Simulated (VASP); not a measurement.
Write the native input for VASP 6.6.1 that does the following.

- Task: relaxation of cell and atoms
- Functional: LDA
- Potentials or basis: VASP PAW LDA potentials, release 64 (Cd, S)
- Cutoff: 600 eV
- k mesh: 16 × 16 × 16
- Occupations: fermi-dirac, width 0.08 eV
- Spin: no spin polarisation
- Target pressure: 10 GPa
- Dipole correction: no
- Further INCAR settings: ALGO = Normal; EDIFF = 1e-06; IBRION = 2; EDIFFG = -0.002; NSW = 100; ISIF = 3

The structure of CdS lies in POSCAR:

```
CdS
1.0
    0.0000000000      2.6697583852      2.6697583852
    2.6697583852      0.0000000000      2.6697583852
    2.6697583852      2.6697583852      0.0000000000
Cd S
1 1
Direct
    0.0000000000      0.0000000000      0.0000000000
    0.5000000000      0.5000000000      0.5000000000
```

The input as run:

INCAR

```
SYSTEM = CdS
PREC = Accurate ; ENCUT = 600
EDIFF = 1E-6 ; ISMEAR = -1
SIGMA = 0.08 ; LREAL = .FALSE.
LASPH = .TRUE. ; NELM = 60
ALGO = Normal ; ISIF = 3
LWAVE = .FALSE. ; LCHARG = .FALSE.
IBRION = 2 ; NSW = 100
EDIFFG = -0.002 ; PSTRESS = 100.0
```

KPOINTS

```
Automatic mesh
0
G
  16 16 16
  0 0 0
```

Potentials or basis: VASP PAW LDA potentials, release 64 (Cd, S).

Command:

```console
$ cat potpaw_LDA.64/Cd/POTCAR potpaw_LDA.64/S/POTCAR > POTCAR
$ mpirun -np 1 vasp_std > vasp.out
```

It gave:

* Relaxed volume: 17.56 Å³/atom
* Relaxed cell: a = 3.676 Å, b = 3.676 Å, c = 3.676 Å, α = 60.00°, β = 60.00°, γ = 60.00°
* Space group after relaxing (to 0.1 Å): Fm-3m (No. 225)
* Energy change on relaxing (the run minimises the enthalpy): +46.0 meV/atom
* Ionic steps: 7
* Pressure after relaxing: 10.0 GPa
* Band gap on the k mesh: zero (bands 9 and 10 overlap by 0.06 eV)

Caveat: the cell is relaxed towards a set pressure, so the run minimises the enthalpy, not the energy; semilocal functionals underestimate gaps, and a narrow one can read as zero.

Run time: 6.8 min on 1 thread of Intel Xeon 8259CL, on a shared host, peak memory 0.23 GiB.
